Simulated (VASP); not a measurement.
**Ta: elastic constants with pbesol exchange, pbe correlation**

Crystal: Ta.

```
Ta
1.0
    -1.65128    1.65128    1.65128
     1.65128   -1.65128    1.65128
     1.65128    1.65128   -1.65128
Ta
1
Direct
  0.00000 0.00000 0.00000
```

```
Program                   : VASP 6.6.1
Task                      : elastic constants
Functional                : pbesol exchange, pbe correlation
Potentials or basis       : VASP PAW PBE potentials, release 64 (Ta_pv)
Cutoff                    : 500 eV
k mesh                    : 8 × 8 × 8
Occupations               : fermi-dirac, width 0.05 eV
Spin                      : collinear spin
Starting moments          : [0.5] μB
Dipole correction         : no
Ions in elastic constants : relaxed
Further INCAR settings    : ALGO = Normal; EDIFF = 1e-08; IBRION = 6; POTIM = 0.015; NSW = 1; ISIF = 3
```

* Net moment: 0.00 μB per cell
* Valence electrons inside the program's atomic spheres: Ta 8.93
* Elastic constants C11, C12, C44: 277, 160, 108 GPa
* Voigt bulk modulus: 199 GPa

Elastic tensor in Voigt notation (GPa, in the Cartesian axes of the cell as first typed):
```
277 160 160   0   0   0
160 277 160   0   0   0
160 160 277   0   0   0
  0   0   0 108   0   0
  0   0   0   0 108   0
  0   0   0   0   0 108
```

Clamped-ion elastic tensor (GPa):
```
277 160 160   0   0   0
160 277 160   0   0   0
160 160 277   0   0   0
  0   0   0 108   0   0
  0   0   0   0 108   0
  0   0   0   0   0 108
```

Wall time 3.9 min on 1 thread of Intel(R) Xeon(R) Platinum 8375C CPU @ 2.90GHz (Ice Lake) (shared host), peak memory 0.22 GiB.

Caveat: the cell is under stress, which shifts elastic constants; the PAW data sets were made with another functional, which shifts forces and pressure a little.
